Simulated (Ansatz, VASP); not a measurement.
## One calculation of GaN, two programs

The input INCAR:

```
SYSTEM = GaN
PREC = Accurate
ENCUT = 600
EDIFF = 1E-6
ISMEAR = -1
SIGMA = 0.05
LREAL = .False.
LASPH = .True.
NELM = 120
ALGO = Normal
ISIF = 2
LWAVE = .False.
LCHARG = .True.
GGA = PE
LELF = .True.
LVHAR = .True.
NBANDS = 46
GGA_COMPAT = .False.
```

File KPOINTS:

```
Automatic mesh
0
Gamma
  10 10 3
  0 0 0
```

The input POSCAR:

```
GaN
1.0
    3.2328068684      0.0000000000      0.0000000000
   -1.6164034342      2.7996928736      0.0000000000
    0.0000000000      0.0000000000     10.4254303433
Ga N
4 4
Direct
    0.0000000000      0.0000000000      0.7858680000
    0.6666666667      0.3333333333      0.0373490000
    0.3333333333      0.6666666667      0.5373490000
    0.0000000000      0.0000000000      0.2858680000
    0.0000000000      0.0000000000      0.0930380000
    0.6666666667      0.3333333333      0.3437450000
    0.0000000000      0.0000000000      0.5930380000
    0.3333333333      0.6666666667      0.8437450000
```

input.yaml

```yaml
crystal:
  lattice:
    - [3.2328068684, 0.0, 0.0]
    - [-1.6164034342, 2.7996928736, 0.0]
    - [0.0, 0.0, 10.4254303433]
  atoms:
    - { symbol: Ga, position: [0.0, 0.0, 0.785868] }
    - { symbol: Ga, position: [0.6666666667, 0.3333333333, 0.037349] }
    - { symbol: Ga, position: [0.3333333333, 0.6666666667, 0.537349] }
    - { symbol: Ga, position: [0.0, 0.0, 0.285868] }
    - { symbol: "N", position: [0.0, 0.0, 0.093038] }
    - { symbol: "N", position: [0.6666666667, 0.3333333333, 0.343745] }
    - { symbol: "N", position: [0.0, 0.0, 0.593038] }
    - { symbol: "N", position: [0.3333333333, 0.6666666667, 0.843745] }
hamiltonian:
  xc: pbe
  pseudopotentials: { kind: paw }
kpoints:
  mp_grid: { grid: [10, 10, 3] }
scf:
  occupations: { method: fermi_dirac, width: 0.05 }
output:
  forces: true
  stress: true
  eigenvalues: true
```

Alike in both runs: task single point; functional PBE; k mesh 10 × 10 × 3; occupations fermi-dirac, width 0.05 eV; no spin polarisation.

```csv
,VASP,Ansatz
version,VASP 6.6.1,Ansatz 0.2.0
potentials or method,"VASP PAW PBE potentials, release 64 (Ga_d, N)",Ansatz PAW
plane-wave cutoff (eV),600,420
valence electrons in the cell,72,72
```

```tsv
	VASP	Ansatz	Ansatz less VASP
gap on the k mesh at the Fermi level (eV)	0.67	0.67	0.000
least direct gap on the mesh (eV)	0.67	0.67	0.000
pressure (GPa)	-3.4	-3.3	+0.06
traceless stress, the component that is largest in VASP (GPa)	5.73	5.81	+0.075
rms of the force components (eV/Å)	0.091	0.088	-0.0027
```

Atom by atom the forces differ by 0.003 eV/Å (rms over components).

Noted on Ansatz's run: odd divisions of the mesh miss points on the zone boundary, where band edges often lie, so the gap on the mesh can be too wide.
